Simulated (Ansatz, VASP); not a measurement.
## Two plane-wave programs on Bi2P3

```
Bi P
1.0
     4.93361    0.00000    0.00000
    -2.46681    4.27263    0.00000
     0.00000    0.00000    6.21316
Bi P
2 3
Direct
  0.00000 0.00000 0.00000
  0.00000 0.00000 0.50000
  0.66667 0.33333 0.18416
  0.66667 0.33333 0.81584
  0.33333 0.66667 0.00000
```

Alike in both runs: functional PBE; k mesh 12 × 12 × 6; occupations gaussian, width 0.1 eV; no spin polarisation.

Ansatz relaxed the structure, and its values are those at the end. VASP's run is a single point on that final structure, the one shown.

|  | VASP | Ansatz |
| --- | --- | --- |
| version | VASP 6.6.1 | Ansatz 0.2.0 |
| potentials or method | VASP PAW PBE potentials, release 64 (Bi_d, P), cutoff 520 eV | scalar-relativistic, plane waves, PAW |
| valence electrons in the cell | 45 | 45 |

Ansatz gave:

```
gap on the k mesh at the Fermi level (eV) : none
pressure (GPa)                            : 0.0
rms of the force components (eV/Å)        : 0.001
```

Which values does VASP return?

gap on the k mesh at the Fermi level (eV): none; pressure (GPa): -0.1; rms of the force components (eV/Å): 0.013.

A gap of «none» marks a metal or a gap that the smearing closes.

Neither program's run includes spin-orbit coupling.
